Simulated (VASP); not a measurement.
# SnO2: single point with PBEsol

Crystal: SnO2.

```
Sn O
1.0
     4.75056    0.00000    0.00000
     0.00000    4.75056    0.00000
     0.00000    0.00000    3.26058
Sn O
2 4
Cartesian
  2.3753 2.3753 1.6303
  0.0000 0.0000 0.0000
  0.9204 3.8302 1.6303
  3.8302 0.9204 1.6303
  1.4549 1.4549 0.0000
  3.2957 3.2957 0.0000
```

This cell differs from its parent crystal: uniaxial strain along c: +1.5 %.

* Program: VASP 6.6.1
* Task: single point
* Functional: PBEsol
* Potentials or basis: VASP PAW PBE potentials, release 64 (Sn_d, O)
* Cutoff: 520 eV
* k mesh: 6 × 6 × 8
* Occupations: gaussian, width 0.02 eV
* Spin: no spin polarisation
* Dipole correction: no
* Further INCAR settings: ALGO = Normal; EDIFF = 1e-06; NBANDS = 35

```yaml
Pressure: -1.5 GPa
Largest_force: 0.069 eV/Å
Band_gap_on_the_k_mesh: 0.77 eV
```

Forces on the atoms (eV/Å):
```
Sn   0.000  0.000  0.000
Sn   0.000  0.000  0.000
O   -0.049  0.049  0.000
O    0.049 -0.049  0.000
O    0.049  0.049  0.000
O   -0.049 -0.049  0.000
```

Stress tensor (GPa, compression positive):
```
-0.18  0.00  0.00
 0.00 -0.18  0.00
 0.00  0.00 -4.18
```

Levels at points of the mesh, in eV from the valence-band top:
| k point | band 22 | band 23 | band 24 | band 25 | band 26 | band 27 | band 28 | band 29 | band 30 | band 31 |
| --- | --- | --- | --- | --- | --- | --- | --- | --- | --- | --- |
| (0.00, 0.00, 0.00) | -1.31 | -1.31 | -0.75 | -0.75 | 0.00 | 0.77 | 5.62 | 5.87 | 5.87 | 9.89 |
| (0.50, 0.00, 0.00) | -1.96 | -1.26 | -1.26 | -0.61 | -0.61 | 4.04 | 4.04 | 6.63 | 6.63 | 10.67 |
| (0.50, 0.50, 0.00) | -1.99 | -1.40 | -1.40 | -0.84 | -0.84 | 4.39 | 4.39 | 7.09 | 7.09 | 10.71 |
| (0.00, 0.00, 0.50) | -2.64 | -1.63 | -1.63 | -1.23 | -1.23 | 5.76 | 5.76 | 9.42 | 9.42 | 10.08 |
| (0.50, 0.00, 0.50) | -1.73 | -1.05 | -1.05 | -0.70 | -0.70 | 6.05 | 6.05 | 7.76 | 7.76 | 10.44 |
| (0.50, 0.50, 0.50) | -2.36 | -0.93 | -0.93 | -0.78 | -0.78 | 4.48 | 4.48 | 8.59 | 8.59 | 10.45 |

Wall time 90 s on 1 thread of Intel(R) Xeon(R) 6975P-C (Granite Rapids) (shared host), peak memory 0.23 GiB.

Caveat: the cell differs from its parent crystal (uniaxial strain along c: +1.5 %); semilocal functionals underestimate gaps, and a narrow one can read as zero; the PAW data sets were made with another functional, which shifts forces and pressure a little; spin-orbit coupling is left out, which moves the levels of the heavy elements.
